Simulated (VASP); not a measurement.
# GaP (rocksalt type) (Fm-3m) in VASP: notebook, part 2 of 2

VASP 6.6.1. Earlier steps stand in the parts before.

## Step 4: Single point, r2SCAN (volume scaled by 0.72)

Contents of POSCAR:

```
GaP
1.0
    0.0000000000      2.2935360027      2.2935360027
    2.2935360027      0.0000000000      2.2935360027
    2.2935360027      2.2935360027      0.0000000000
Ga P
1 1
Direct
    0.0000000000      0.0000000000      0.0000000000
    0.5000000000      0.5000000000      0.5000000000
```

Contents of INCAR.step1:

```
ALGO = Normal
EDIFF = 1E-4
ENCUT = 520
GGA = PE
ISMEAR = -1
LASPH = True
LCHARG = False
LREAL = False
LWAVE = True
NBANDS = 16
NELM = 60
PREC = Accurate
SIGMA = 0.05
```

Contents of INCAR.step2:

```
ALGO = Normal
EDIFF = 1E-6
ENCUT = 520
ISIF = 2
ISMEAR = -1
ISTART = 1
LASPH = True
LCHARG = False
LMIXTAU = True
LREAL = False
LWAVE = False
METAGGA = R2SCAN
NBANDS = 16
NELM = 60
PREC = Accurate
SIGMA = 0.05
```

Contents of KPOINTS:

```
k-points
0
Gamma
  14 14 14
```

Potentials or basis: VASP PAW PBE potentials, release 64 (Ga_d, P).

Run with:

```bash
cat potpaw_PBE.64/Ga_d/POTCAR potpaw_PBE.64/P/POTCAR > POTCAR
cp INCAR.step1 INCAR
mpirun -np 1 vasp_std > vasp.out
cp INCAR.step2 INCAR
mpirun -np 1 vasp_std > vasp.out
```

OUTCAR:

```text
EDIFF = 1E-6
   ENCUT = 520
   ISIF = 2
   ISMEAR = -1
   ISTART = 1
   LASPH = True
   LREAL = False
   METAGGA = R2SCAN
   NELM = 60
   PREC = Accurate

 ion  position               nearest neighbor table
   1  0.000  0.000  0.000-   2 2.29   2 2.29   2 2.29   2 2.29   2 2.29   2 2.29
   2  0.500  0.500  0.500-   1 2.29   1 2.29   1 2.29   1 2.29   1 2.29   1 2.29

  LATTYP: Found a face centered cubic cell.
 ALAT       =     4.5870720054

  Lattice vectors:

 A1 = (   0.0000000000,   2.2935360027,   2.2935360027)
 A2 = (   2.2935360027,   0.0000000000,   2.2935360027)
 A3 = (   2.2935360027,   2.2935360027,   0.0000000000)

Analysis of symmetry for initial positions (statically):
=====================================================================
 Subroutine PRICEL returns:
 Original cell was already a primitive cell.

 Routine SETGRP: Setting up the symmetry group for a
 face centered cubic supercell.

 Subroutine GETGRP returns: Found 48 space group operations
 (whereof 48 operations were pure point group operations)
 out of a pool of 48 trial point group operations.

The static configuration has the point symmetry O_h .
[... 154 lines left out ...]
  ext. energy  EPLUGINS =         0.00000000
  ---------------------------------------------------
  free energy    TOTEN  =       -19.01459623 eV

  energy without entropy =      -19.00764243  energy(sigma->0) =      -19.01111933

 E-fermi :  11.1925     XC(G=0): -13.7422

 val. band max:       11.1817649143   @ k =   0.5000   0.2857   0.0000
 cond. band min:      11.2046502820   @ k =   0.3571   0.1429   0.0714
 fundamental gap:      0.0228853676
 Fermi energy:        11.1924532973

 k-point     1 :       0.0000    0.0000    0.0000
  band No.  band energies     occupation
      1      -6.3802      2.00000
      2      -4.8610      2.00000
      3      -4.8610      2.00000
      4      -4.7947      2.00000
      5      -4.7947      2.00000
      6      -4.7947      2.00000
[... 433 lines left out ...]
      3      -4.8404      2.00000
      4      -4.7745      2.00000
      5      -4.7022      2.00000
      6      -4.4365      2.00000
[... 8 lines left out ...]
     15      23.2483      0.00000
     16      24.8630      0.00000

 [... further k-points ...]
[... 5 lines left out ...]
  --------------------------------------------------------------------------------------
  -------------------------------------------------------------------------------------
  Total       10.0362743     10.0362743     10.0362743     -0.0000000      0.0000000     -0.0000000
  in kB      666.4022044    666.4022044    666.4022044     -0.0000000      0.0000000     -0.0000000
  external PRESSURE =     666.4022044 kB  Pullay stress =       0.0000000 kB

 VOLUME and BASIS-vectors are now :
 -----------------------------------------------------------------------------
  energy-cutoff  :      520.00
  volume of cell :       24.13
      direct lattice vectors                 reciprocal lattice vectors
     0.000000000  2.293536003  2.293536003    -0.218003990  0.218003990  0.218003990
     2.293536003  0.000000000  2.293536003     0.218003990 -0.218003990  0.218003990
     2.293536003  2.293536003  0.000000000     0.218003990  0.218003990 -0.218003990

 POSITION                                       TOTAL-FORCE (eV/Angst)
 -----------------------------------------------------------------------------------
      0.00000      0.00000      0.00000         0.000000      0.000000      0.000000
      2.29354      2.29354      2.29354         0.000000     -0.000000     -0.000000
 -----------------------------------------------------------------------------------
    total drift:                                0.000000     -0.000000     -0.000000

  FREE ENERGIE OF THE ION-ELECTRON SYSTEM (eV)
  ---------------------------------------------------
  free  energy   TOTEN  =       -19.0145962253 eV

  energy  without entropy=      -19.0076424323  energy(sigma->0) =      -19.01111933
```

OSZICAR.step1:

```text
N       E                     dE             d eps       ncg     rms          rms(c)
DAV:   1     0.734564862307E+02    0.73456E+02   -0.89717E+03  3752   0.193E+03
DAV:   2    -0.270473945900E+01   -0.76161E+02   -0.72251E+02  3880   0.311E+02
DAV:   3    -0.691612254775E+01   -0.42114E+01   -0.41763E+01  4168   0.571E+01
DAV:   4    -0.696084449623E+01   -0.44722E-01   -0.44708E-01  3976   0.588E+00
DAV:   5    -0.696155839638E+01   -0.71390E-03   -0.71388E-03  4320   0.711E-01    0.627E+00
DAV:   6    -0.674824294223E+01    0.21332E+00   -0.32146E-01  5112   0.171E+01    0.407E+00
DAV:   7    -0.672649338437E+01    0.21750E-01   -0.81694E-02  5160   0.318E+00    0.160E+00
DAV:   8    -0.672545589887E+01    0.10375E-02   -0.77515E-03  4272   0.167E+00    0.178E-01
DAV:   9    -0.672529884304E+01    0.15706E-03   -0.89797E-04  4384   0.599E-01    0.127E-01
DAV:  10    -0.672528813170E+01    0.10711E-04   -0.55821E-05  2560   0.689E-02
   1 F= -.67252881E+01 E0= -.67219825E+01  d E =-.661119E-02
```

It took 100 s on 1 thread of AMD EPYC 9R45 (Zen 5), shared host; peak memory 0.13 GiB.

What came out:

| Quantity | Value |
| --- | --- |
| Free energy | -19.0146 eV |
| Pressure | 66.6 GPa |
| Band gap on the k mesh | zero (band 9 reaches 11.88 eV, above the bottom of band 10 at 8.53 eV) |

Caveat: the PAW data sets were made with another functional, which shifts forces and pressure a little.
